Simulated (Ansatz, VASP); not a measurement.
One calculation of SiGe3, two programs

```xyz
4
Lattice="1.9839 1.1454 6.4672 -1.9839 1.1454 6.4672 0.0000 -2.2908 6.4672" Properties=species:S:1:pos:R:3 pbc="T T T"
Si    1.9839    1.1454    6.4689
Ge    0.0000    0.0000    9.7017
Ge    0.0000    0.0000    7.2447
Ge    0.0000    0.0000   17.0047
```

Alike in both runs: task single point; functional PBE; k mesh 8 × 8 × 8; no spin polarisation.

```csv
,VASP,Ansatz
version,VASP 6.6.1,Ansatz 0.2.0
potentials or method,"VASP PAW PBE potentials, release 64 (Si, Ge_d)","plane waves, PAW"
plane-wave cutoff (eV),520,420
occupations,"gaussian, width 0.01 eV",fixed
valence electrons in the cell,46,46
```

Ansatz gave:

| Item | Value |
| --- | --- |
| gap on the k mesh at the Fermi level (eV) | 0.38 |
| pressure (GPa) | 2.7 |
| traceless stress, the component that is largest in VASP (GPa) | 0.10 |
| rms of the force components (eV/Å) | 0.023 |

Q: Which values does VASP return?

A: gap on the k mesh at the Fermi level (eV): 0.39; pressure (GPa): 2.6; traceless stress, the component that is largest in VASP (GPa): 0.11; rms of the force components (eV/Å): 0.024.

Atom by atom the forces differ by 0.002 eV/Å (rms over components).
